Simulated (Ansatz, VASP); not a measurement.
**Se in VASP and in Ansatz**

The input POSCAR:

```
Se
1.0
    2.9226490306      0.0000000000      0.0000000000
    0.0000000000      2.9226490306      0.0000000000
    0.0000000000      0.0000000000      2.9226490306
Se
1
Direct
    0.0000000000      0.0000000000      0.0000000000
```

The input INCAR.step1:

```
  PREC = Accurate
  ENCUT = 520
  ISMEAR = -1
  SIGMA = 0.1
  LREAL = False
  LASPH = True
  NELM = 100
  NBANDS = 9
  GGA = PE
  ALGO = Normal
  EDIFF = 1E-4
  LWAVE = True
  LCHARG = False
```

File INCAR.step2:

```
  PREC = Accurate
  ENCUT = 520
  EDIFF = 1E-7
  ISMEAR = -1
  SIGMA = 0.1
  LREAL = False
  LASPH = True
  NELM = 100
  ALGO = Normal
  ISIF = 2
  LWAVE = False
  LCHARG = False
  METAGGA = R2SCAN
  LMIXTAU = True
  NBANDS = 9
  ISTART = 1
```

Contents of KPOINTS:

```
Automatic mesh
0
Gamma
  13 13 13
```

Input for Ansatz:

```yaml
crystal:
  lattice:
    - [2.9226490306, 0.0, 0.0]
    - [0.0, 2.9226490306, 0.0]
    - [0.0, 0.0, 2.9226490306]
  atoms:
    - { symbol: Se, position: [0.0, 0.0, 0.0] }
hamiltonian:
  xc: r2scan
  pseudopotentials:
    kind: paw
    azcp:
      Se: "pseudopotentials/Se.paw.azcp"
basis:
  ecutwfc: 500
  fft_grid_basis: typed
kpoints:
  mp_grid: { grid: [13, 13, 13], shift: [0, 0, 0] }
magnetization:
  spin_polarized: false
scf:
  occupations: { method: fermi_dirac, width: 0.1 }
  lower_state_search: "off"
output:
  stress: true
```

Alike in both runs: task single point; functional r2SCAN; k mesh 13 × 13 × 13; occupations fermi-dirac, width 0.1 eV; no spin polarisation.

|  | VASP | Ansatz |
| --- | --- | --- |
| version | VASP 6.6.1 | Ansatz 0.2.0 |
| potentials or method | VASP PAW PBE potentials, release 64 (Se), cutoff 520 eV | plane waves (500 eV) with PAW, scalar-relativistic |
| valence electrons in the cell | 6 | 16 |

|  | VASP | Ansatz | Ansatz less VASP |
| --- | --- | --- | --- |
| pressure (GPa) | -6.7 | -6.6 | +0.07 |

VASP's potentials were made for PBE, not for r2SCAN. With one functional, cell and mesh, what is left measures potentials, basis and numerics. VASP's potentials hold 6 valence electrons a cell and Ansatz's 16, so a difference there can come from the potentials and not from the codes.
